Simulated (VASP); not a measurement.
# CaMg (Pmmm) in VASP: notebook

Runs on CaMg. Level: LDA. Tasks: single point.

Program: VASP 6.6.1. These are calculated values, not measurements. Logs are shortened: lines on timing, memory, paths and dates and some standing lists are left out, and cuts for length are marked.

## 1. The cell of the first run

Symmetry: Pmmm, No. 47, orthorhombic system. Conventional cell: a = 3.669 Å, b = 3.966 Å, c = 4.264 Å, α = 90.00°, β = 90.00°, γ = 90.00°. Ca (site symmetry mmm) has 8 Mg at 3.44 Å and 6 Ca at 3.67 to 4.26 Å within 4.5 Å. Within 4.5 Å of Mg (site symmetry mmm) lie 8 Ca at 3.44 Å and 6 Mg at 3.67 to 4.26 Å.

## 2. Single point, LDA (strain -0.0750 x Voigt [1, -1, 0, 0, 0, 0])

The input, INCAR:

```
SYSTEM = CaMg
PREC = Accurate ; ENCUT = 520
EDIFF = 1E-7 ; ISMEAR = 0
SIGMA = 0.15 ; LREAL = .FALSE.
LASPH = .TRUE. ; NELM = 100
ALGO = Fast ; ISIF = 2
LWAVE = .FALSE. ; LCHARG = .FALSE.
GGA = CA ; NBANDS = 13
```

The input, KPOINTS:

```
Automatic mesh
0
G
  12 12 12
  0 0 0
```

The input, POSCAR:

```
CaMg
1.0
    3.6686776500      0.0000000000      0.0000000000
    0.0000000000      4.2635983500      0.0000000000
    0.0000000000      0.0000000000      3.9661380000
Ca Mg
1 1
Direct
    0.0000000000      0.0000000000      0.0000000000
    0.5000000000      0.5000000000      0.5000000000
```

Potentials or basis: VASP PAW LDA potentials, release 64 (Ca_sv, Mg).

Started as:

```console
$ cat potpaw_LDA.64/Ca_sv/POTCAR potpaw_LDA.64/Mg/POTCAR > POTCAR
$ mpirun -np 1 vasp_std > vasp.out
```

OUTCAR:

```text
SYSTEM = CaMg
   PREC = Accurate
   ENCUT = 520
   EDIFF = 1E-7
   ISMEAR = 0
   LREAL = .FALSE.
   LASPH = .TRUE.
   NELM = 100
   ISIF = 2
   GGA = CA

 ion  position               nearest neighbor table
   1  0.000  0.000  0.000-
   2  0.500  0.500  0.500-

  LATTYP: Found a simple orthorhombic cell.
 ALAT       =     3.6686776500
 B/A-ratio  =     1.0810810811
 C/A-ratio  =     1.1621621622

  Lattice vectors:

 A1 = (  -3.6686776500,   0.0000000000,   0.0000000000)
 A2 = (   0.0000000000,   0.0000000000,   3.9661380000)
 A3 = (   0.0000000000,   4.2635983500,   0.0000000000)

Analysis of symmetry for initial positions (statically):
=====================================================================
 Subroutine PRICEL returns:
 Original cell was already a primitive cell.

 Routine SETGRP: Setting up the symmetry group for a
 simple orthorhombic supercell.

 Subroutine GETGRP returns: Found  8 space group operations
 (whereof  8 operations were pure point group operations)
 out of a pool of  8 trial point group operations.

The static configuration has the point symmetry D_2h.

Analysis of symmetry for dynamics (positions and initial velocities):
=====================================================================
 Subroutine PRICEL returns:
 Original cell was already a primitive cell.

 Routine SETGRP: Setting up the symmetry group for a
 simple orthorhombic supercell.

 Subroutine GETGRP returns: Found  8 space group operations
 (whereof  8 operations were pure point group operations)
 out of a pool of  8 trial point group operations.

The dynamic configuration has the point symmetry D_2h.

 Subroutine INISYM returns: Found  8 space group operations
 (whereof  8 operations are pure point group operations),
 and found     1 'primitive' translations

----------------------------------------------------------------------------------------

                                     Primitive cell

  volume of cell :      62.0374

  direct lattice vectors                    reciprocal lattice vectors
     3.668677650  0.000000000  0.000000000     0.272577777  0.000000000  0.000000000
     0.000000000  4.263598350  0.000000000     0.000000000  0.234543669  0.000000000
     0.000000000  0.000000000  3.966138000     0.000000000  0.000000000  0.252134444

  length of vectors
     3.668677650  4.263598350  3.966138000     0.272577777  0.234543669  0.252134444

  position of ions in fractional coordinates (direct lattice)
     0.000000000  0.000000000  0.000000000
     0.500000000  0.500000000  0.500000000

  ion indices of the primitive-cell ions
   primitive index   ion index
                 1           1
                 2           2

----------------------------------------------------------------------------------------

 KPOINTS: Automatic mesh

Automatic generation of k-mesh.
 Grid dimensions read from file:
 generate k-points for:   12   12   12

 Generating k-lattice:

  Cartesian coordinates                     Fractional coordinates (reciprocal lattice)
     0.022714815  0.000000000  0.000000000     0.083333333  0.000000000  0.000000000
     0.000000000  0.019545306  0.000000000     0.000000000  0.083333333  0.000000000
     0.000000000  0.000000000  0.021011204     0.000000000  0.000000000  0.083333333

  Length of vectors
     0.022714815  0.019545306  0.021011204

  Shift w.r.t. Gamma in fractional coordinates (k-lattice)
     0.000000000  0.000000000  0.000000000

 Subroutine IBZKPT returns following result:
 ===========================================

 Found    343 irreducible k-points:

 Following reciprocal coordinates:
            Coordinates               Weight
  0.000000  0.000000  0.000000      1.000000
  0.083333  0.000000  0.000000      2.000000
  0.166667  0.000000  0.000000      2.000000
  0.250000  0.000000  0.000000      2.000000
  0.333333  0.000000  0.000000      2.000000
  0.416667  0.000000  0.000000      2.000000
[... 16 lines left out ...]
  0.083333  0.250000  0.000000      4.000000
  0.166667  0.250000  0.000000      4.000000
 [... further k-points ...]
   k-points           NKPTS =    343   k-points in BZ     NKDIM =    343   number of bands    NBANDS=     13
   number of dos      NEDOS =    301   number of ions     NIONS =      2
   total plane-waves  NPLWV =  26880
   dimension x,y,z NGX =    28 NGY =   32 NGZ =   30
   dimension x,y,z NGXF=    56 NGYF=   64 NGZF=   60
   ions per type =               1   1
   NGX,Y,Z   is equivalent  to a cutoff of  12.69, 12.48, 12.57 a.u.
   NGXF,Y,Z  is equivalent  to a cutoff of  25.38, 24.95, 25.15 a.u.
 SYSTEM =  CaMg
   PREC   = accura    normal or accurate (medium, high low for compatibility)
   ISTART =      0    job   : 0-new  1-cont  2-samecut
   ICHARG =      2    charge: 1-file 2-atom 10-const
   ISPIN  =      1    spin polarized calculation?
   LNONCOLLINEAR =      F non collinear calculations
   LSORBIT =      F    spin-orbit coupling
   LASPH  =      T    aspherical Exc in radial PAW
   ENCUT  =  520.0 eV  38.22 Ry    6.18 a.u.   6.82  7.93  7.37*2*pi/ulx,y,z
   NELM   =    100;   NELMIN=  2; NELMDL= -5     # of ELM steps
   EDIFF  = 0.1E-06   stopping-criterion for ELM
   LREAL  =      F    real-space projection
   EDIFFG = 0.1E-05   stopping-criterion for IOM
   NSW    =      0    number of steps for IOM
   IBRION =     -1    ionic relax: 0-MD 1-quasi-New 2-CG
   NFREE  =      0    steps in history (QN), initial steepest desc. (CG)
   ISIF   =      2    stress and relaxation
   ISYM   =      2    0-nonsym 1-usesym 2-fastsym
   POTIM  = 0.5000    time-step for ionic-motion
   TEBEG  =    0.0;   TEEND  =   0.0 temperature during run
   PSTRESS=    0.0 pullay stress
   NELECT =      12.0000    total number of electrons
   NUPDOWN=      -1.0000    fix difference up-down
   EMIN   =  10.00;   EMAX   =-10.00  energy-range for DOS
   EFERMI =   0.00;   METHOD = LEGACY
   ISMEAR =     0;   SIGMA  =   0.15  broadening in eV -4-tet -1-fermi 0-gaus
   EFERMI_NEDOS =   21; number of points for ismear=-14 and -15
   IALGO  =     68    algorithm
   IMIX   =      4    mixing-type and parameters
     AMIX     =   0.40;   BMIX     =  1.00
     AMIX_MAG =   1.60;   BMIX_MAG =  1.00
  volume/ion in A,a.u.               =      31.02       209.32
  Fermi-wavevector in a.u.,A,eV,Ry     =   0.946784  1.789161 12.196249  0.896399
  Thomas-Fermi vector in A             =   2.074814
   LORBIT       =      0    0 simple, 1 ext, 2 COOP (PROOUT), +10 PAW based schemes
   GGA     = CA    functional components
   LHFCALC =     F    Hartree Fock is set to
   AEXX    =    0.0000 exact exchange contribution
   IVDW    =     0    specifies the selected vdW correction
   LEPSILON=     F    determine dielectric tensor
   LRPA    =     F    only Hartree local field effects (RPA)
 non-spin polarized calculation
 RMM-DIIS sequential band-by-band and
 Gauss-broadening in eV      SIGMA  =   0.15
  energy-cutoff  :      520.00
  volume of cell :       62.04
 maximum number of plane-waves:      1692
 NGX is ok and might be reduce to    28
   NGX = 13   NGY = 15   NGZ = 15

 number of electron      11.9999997 magnetization

 Free energy of the ion-electron system (eV)
  ---------------------------------------------------
  ext. energy  EPLUGINS =         0.00000000
  ---------------------------------------------------
  free energy    TOTEN  =        -4.23343268 eV

  energy without entropy =       -4.21316070  energy(sigma->0) =       -4.22329669

 E-fermi :   2.0279     XC(G=0):  -8.4020

 val. band max:        2.0265179933   @ k =   0.3333   0.1667   0.3333
 cond. band min:       2.0294571882   @ k =   0.0833   0.1667   0.2500
 fundamental gap:      0.0029391949
 Fermi energy:         2.0279031700

 k-point     1 :       0.0000    0.0000    0.0000
  band No.  band energies     occupation
      1     -39.0334      2.00000
      2     -20.3207      2.00000
      3     -20.3009      2.00000
      4     -20.2837      2.00000
      5      -3.1168      2.00000
      6       2.7984      0.00000
      7       3.0574      0.00000
      8       4.8058      0.00000
      9       5.4669      0.00000
     10       5.8146      0.00000
     11       6.0144      0.00000
     12       6.0146      0.00000
     13       7.5561      0.00000

 k-point     2 :       0.0833    0.0000    0.0000
  band No.  band energies     occupation
      1     -39.0326      2.00000
      2     -20.3197      2.00000
      3     -20.3000      2.00000
      4     -20.2940      2.00000
      5      -3.0319      2.00000
      6       2.8429      0.00000
      7       3.0514      0.00000
      8       4.6524      0.00000
      9       5.4863      0.00000
     10       5.5378      0.00000
     11       5.9939      0.00000
     12       6.5221      0.00000
     13       7.0238      0.00000

 k-point     3 :       0.1667    0.0000    0.0000
  band No.  band energies     occupation
      1     -39.0304      2.00000
      2     -20.3222      2.00000
      3     -20.3168      2.00000
      4     -20.2973      2.00000
      5      -2.7798      2.00000
      6       2.8324      0.00000
      7       3.0673      0.00000
      8       4.3534      0.00000
      9       5.1051      0.00000
     10       5.5404      0.00000
     11       6.2836      0.00000
     12       6.3818      0.00000
     13       7.0593      0.00000

 k-point     4 :       0.2500    0.0000    0.0000
  band No.  band energies     occupation
      1     -39.0275      2.00000
      2     -20.3605      2.00000
      3     -20.3129      2.00000
      4     -20.2937      2.00000
      5      -2.3685      2.00000
      6       2.3571      0.00191
      7       3.2777      0.00000
      8       4.0554      0.00000
      9       4.7372      0.00000
     10       5.6167      0.00000
     11       6.0359      0.00000
     12       6.8579      0.00000
     13       7.6353      0.00000

 k-point     5 :       0.3333    0.0000    0.0000
  band No.  band energies     occupation
      1     -39.0246      2.00000
      2     -20.3984      2.00000
      3     -20.3090      2.00000
      4     -20.2900      2.00000
      5      -1.8098      2.00000
      6       1.5409      2.00000
      7       3.5468      0.00000
      8       3.8145      0.00000
      9       4.4559      0.00000
     10       5.6960      0.00000
     11       6.3092      0.00000
     12       7.3886      0.00000
     13       8.2622      0.00000
[... 257 lines left out ...]
 k-point    22 :       0.0000    0.2500    0.0000
  band No.  band energies     occupation
      1     -39.0326      2.00000
      2     -20.3388      2.00000
      3     -20.2996      2.00000
      4     -20.2825      2.00000
      5      -2.5631      2.00000
      6       1.3164      2.00000
      7       3.2756      0.00000
      8       4.5961      0.00000
      9       5.1767      0.00000
     10       5.2782      0.00000
     11       6.0569      0.00000
     12       7.3798      0.00000
     13       8.6140      0.00000

 k-point    23 :       0.0833    0.2500    0.0000
  band No.  band energies     occupation
      1     -39.0318      2.00000
      2     -20.3376      2.00000
      3     -20.2986      2.00000
      4     -20.2928      2.00000
      5      -2.4824      2.00000
      6       1.3803      2.00000
      7       3.2776      0.00000
      8       4.6236      0.00000
      9       4.8267      0.00000
     10       5.5078      0.00000
     11       5.8564      0.00000
     12       7.6067      0.00000
     13       8.0047      0.00000

 k-point    24 :       0.1667    0.2500    0.0000
  band No.  band energies     occupation
      1     -39.0297      2.00000
      2     -20.3344      2.00000
      3     -20.3207      2.00000
      4     -20.2960      2.00000
      5      -2.2435      2.00000
      6       1.5647      1.99999
      7       3.1730      0.00000
      8       4.3819      0.00000
      9       4.6912      0.00000
     10       5.4892      0.00000
     11       5.7285      0.00000
     12       7.2497      0.00000
     13       8.0628      0.00000

 [... further k-points ...]
[... 5 lines left out ...]
  --------------------------------------------------------------------------------------
  -------------------------------------------------------------------------------------
  Total       -0.3057074     -1.0797686     -0.9753230      0.0000000      0.0000000     -0.0000000
  in kB       -7.8951941    -27.8860885    -25.1886791      0.0000000      0.0000000     -0.0000000
  external PRESSURE =     -20.3233206 kB  Pullay stress =       0.0000000 kB

 VOLUME and BASIS-vectors are now :
 -----------------------------------------------------------------------------
  energy-cutoff  :      520.00
  volume of cell :       62.04
      direct lattice vectors                 reciprocal lattice vectors
     3.668677650  0.000000000  0.000000000     0.272577777  0.000000000  0.000000000
     0.000000000  4.263598350  0.000000000     0.000000000  0.234543669  0.000000000
     0.000000000  0.000000000  3.966138000     0.000000000  0.000000000  0.252134444

 POSITION                                       TOTAL-FORCE (eV/Angst)
 -----------------------------------------------------------------------------------
      0.00000      0.00000      0.00000         0.000000      0.000000      0.000000
      1.83434      2.13180      1.98307         0.000000      0.000000      0.000000
 -----------------------------------------------------------------------------------
    total drift:                               -0.000000     -0.000000     -0.000000

  FREE ENERGIE OF THE ION-ELECTRON SYSTEM (eV)
  ---------------------------------------------------
  free  energy   TOTEN  =        -4.2334326808 eV

  energy  without entropy=       -4.2131606992  energy(sigma->0) =       -4.22329669
```

Wall time 2.7 min (1 thread of Intel Xeon Platinum 8488C (Sapphire Rapids), shared host); peak memory 0.41 GiB.

Results:

| Quantity | Value |
| --- | --- |
| Free energy | -4.2334 eV |
| Pressure | -2.0 GPa |
| Band gap on the k mesh | zero (bands 6 and 7 overlap by 1.31 eV) |

Caveat: the cell differs from its parent crystal (strain -0.0750 x Voigt [1, -1, 0, 0, 0, 0]).

## 3. Single point, LDA (strain +0.0562 x Voigt [1, -1, 0, 0, 0, 0])

The input, INCAR:

```
PREC = Accurate ; ENCUT = 520
EDIFF = 1E-6 ; ISMEAR = 0
SIGMA = 0.15 ; LREAL = F
LASPH = T ; NELM = 100
ALGO = Fast ; ISIF = 2
LWAVE = F ; LCHARG = T
LELF = T ; LVHAR = T
NBANDS = 13
```

The input, KPOINTS:

```
regular mesh
0
Gamma
  12 12 12
```

The input, POSCAR:

```
CaMg
1.0
    4.1890349556      0.0000000000      0.0000000000
    0.0000000000      3.7432410444      0.0000000000
    0.0000000000      0.0000000000      3.9661380000
Ca Mg
1 1
Direct
    0.0000000000      0.0000000000      0.0000000000
    0.5000000000      0.5000000000      0.5000000000
```

Potentials or basis: VASP PAW LDA potentials, release 64 (Ca_sv, Mg).

Started as:

```console
$ cat potpaw_LDA.64/Ca_sv/POTCAR potpaw_LDA.64/Mg/POTCAR > POTCAR
$ mpirun -np 1 vasp_std > vasp.out
```

Wall time 1.9 min (1 thread of Intel Xeon Platinum 8488C (Sapphire Rapids), shared host); peak memory 0.41 GiB.

It converged, with:

```
Free energy            : -4.2440 eV
Pressure               : -2.1 GPa
Band gap on the k mesh : zero (bands 6 and 7 overlap by 1.29 eV)
```

Stress tensor (GPa, compression positive):
```
-2.64  0.00  0.00
 0.00 -1.27  0.00
 0.00  0.00 -2.37
```

Levels at points of the mesh, in eV from the Fermi level:
```csv
k point,band 2,band 3,band 4,band 5,band 6,band 7,band 8,band 9,band 10,band 11
"(0.00, 0.00, 0.00)",-22.35,-22.33,-22.32,-5.14,0.84,1.03,3.06,3.50,3.74,3.91
"(0.50, 0.00, 0.00)",-22.39,-22.33,-22.32,-3.21,-2.61,1.56,2.19,2.73,3.96,4.01
"(0.00, 0.50, 0.00)",-22.45,-22.34,-22.32,-2.60,-2.22,1.73,1.81,2.20,3.77,4.88
"(0.50, 0.50, 0.00)",-22.44,-22.37,-22.32,-1.86,-0.34,-0.15,0.31,2.62,2.89,4.17
"(0.00, 0.00, 0.50)",-22.41,-22.34,-22.32,-2.94,-2.43,1.62,1.71,2.73,3.91,4.41
"(0.50, 0.00, 0.50)",-22.40,-22.38,-22.31,-2.12,-0.50,-0.42,0.04,3.06,3.17,4.10
"(0.00, 0.50, 0.50)",-22.44,-22.39,-22.33,-1.66,-0.11,0.00,0.51,2.36,2.52,4.55
"(0.50, 0.50, 0.50)",-22.43,-22.39,-22.37,-0.33,-0.29,-0.26,1.34,2.76,2.77,2.78
```

Caveat: the cell differs from its parent crystal (strain +0.0562 x Voigt [1, -1, 0, 0, 0, 0]).

## 4. Single point, LDA (strain +0.0375 x Voigt [1, -1, 0, 0, 0, 0])

The input, INCAR:

```
SYSTEM = CaMg
  ALGO = Fast
  EDIFF = 1E-6
  ENCUT = 520
  ISIF = 2
  ISMEAR = 0
  LASPH = .TRUE.
  LCHARG = .TRUE.
  LELF = .TRUE.
  LREAL = .FALSE.
  LVHAR = .TRUE.
  LWAVE = .FALSE.
  NBANDS = 13
  NELM = 80
  PREC = Accurate
  SIGMA = 0.15
```

The input, KPOINTS:

```
k-points
0
G
  12 12 12
  0 0 0
```

The input, POSCAR:

```
CaMg
1.0
    4.1148681750      0.0000000000      0.0000000000
    0.0000000000      3.8174078250      0.0000000000
    0.0000000000      0.0000000000      3.9661380000
Ca Mg
1 1
Direct
    0.0000000000      0.0000000000      0.0000000000
    0.5000000000      0.5000000000      0.5000000000
```

Started as:

```console
$ cat potpaw_LDA.64/Ca_sv/POTCAR potpaw_LDA.64/Mg/POTCAR > POTCAR
$ mpirun -np 1 vasp_std > vasp.out
```

Run time: 1.9 min. Hardware: 1 thread of Intel Xeon Platinum 8488C (Sapphire Rapids), shared host; peak memory 0.4 GiB.

It converged, with:

```
Free energy            : -4.2504 eV
Pressure               : -2.1 GPa
Band gap on the k mesh : zero (bands 6 and 7 overlap by 1.28 eV)
```

Stress tensor (GPa, compression positive):
```
-2.47  0.00  0.00
 0.00 -1.70  0.00
 0.00  0.00 -2.25
```

Levels at points of the mesh, in eV from the Fermi level:
```tsv
k point	band 2	band 3	band 4	band 5	band 6	band 7	band 8	band 9	band 10	band 11
(0.00, 0.00, 0.00)	-22.35	-22.34	-22.33	-5.13	0.89	1.01	3.36	3.56	3.71	3.83
(0.50, 0.00, 0.00)	-22.40	-22.33	-22.33	-3.12	-2.55	1.60	2.20	2.55	3.95	4.11
(0.00, 0.50, 0.00)	-22.44	-22.34	-22.33	-2.71	-2.29	1.77	1.88	2.21	3.79	4.72
(0.50, 0.50, 0.00)	-22.43	-22.38	-22.32	-1.88	-0.32	-0.20	0.29	2.66	2.84	4.28
(0.00, 0.00, 0.50)	-22.41	-22.34	-22.33	-2.93	-2.43	1.66	1.87	2.55	3.88	4.41
(0.50, 0.00, 0.50)	-22.40	-22.39	-22.32	-2.05	-0.43	-0.37	0.12	2.95	3.03	4.25
(0.00, 0.50, 0.50)	-22.43	-22.40	-22.33	-1.74	-0.17	-0.10	0.43	2.49	2.59	4.52
(0.50, 0.50, 0.50)	-22.42	-22.39	-22.38	-0.33	-0.30	-0.28	1.31	2.74	2.75	2.75
```

Caveat: the cell differs from its parent crystal (strain +0.0375 x Voigt [1, -1, 0, 0, 0, 0]).

## 5. The runs side by side

| cell | further INCAR settings | gap on the mesh (eV) | pressure (GPa) |
| --- | --- | --- | --- |
| a = 3.669, b = 4.264, c = 3.966 Å, 2 atoms | ALGO = Fast; EDIFF = 1e-07; NBANDS = 13 | none | -2.0 |
| a = 4.189, b = 3.743, c = 3.966 Å, 2 atoms | ALGO = Fast; EDIFF = 1e-06; NBANDS = 13 | none | -2.1 |
| a = 4.115, b = 3.817, c = 3.966 Å, 2 atoms | ALGO = Fast; EDIFF = 1e-06; NBANDS = 13 | none | -2.1 |

Alike in all rows: task single point; level LDA; potentials or basis VASP PAW LDA potentials, release 64 (Ca_sv, Mg); no spin polarisation; k mesh 12 × 12 × 12; cutoff (eV) 520; smearing gaussian 0.15 eV.

Absolute energies hang on the potentials; compare differences alone.

The gap in the log of VASP goes by the Fermi energy; the results here count the filled bands.